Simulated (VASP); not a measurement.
ZnReH, 3 atoms in the cell. It takes space group P-6m2 (No. 187, hexagonal). Conventional cell: a = 3.340 Å, b = 3.340 Å, c = 3.405 Å, α = 90.00°, β = 90.00°, γ = 120.00°. Zn (site symmetry -6m2) has 3 H at 1.93 Å and 6 Re at 2.57 Å within 2.6 Å. Within 3.4 Å of Re (site symmetry -6m2) lie 6 H at 2.57 Å and 6 Zn at 2.57 Å and 6 Re at 3.34 Å. H (site symmetry -6m2) has 3 Zn at 1.93 Å and 6 Re at 2.57 Å within 2.6 Å. 

| Quantity | Value |
| --- | --- |
| Program | VASP 6.6.1 |
| Task | single point |
| Functional | PBE |
| Potentials or basis | VASP PAW PBE potentials, release 64 (Zn, Re, H) |
| Cutoff | 520 eV |
| k mesh | 6 × 6 × 6 |
| Occupations | gaussian, width 0.1 eV |
| Spin | no spin polarisation |
| Dipole correction | no |
| Further INCAR settings | ALGO = Normal; EDIFF = 1e-06; NBANDS = 17 |

Potentials or basis: VASP PAW PBE potentials, release 64 (Zn, Re, H).

The run is started by

```bash
$ cat potpaw_PBE.64/Zn/POTCAR potpaw_PBE.64/Re/POTCAR potpaw_PBE.64/H/POTCAR > POTCAR
$ mpirun -np 1 vasp_std > vasp.out
```

Hardware: 1 thread of Intel(R) Xeon(R) 6975P-C (Granite Rapids), with other jobs on the host.

Question: Estimate the wall time of this run.

Answer: Wall time 9.8 s on 1 thread of Intel(R) Xeon(R) 6975P-C (Granite Rapids), on a shared host, peak memory 0.17 GiB. Counts: scf iterations 12, k points 28.
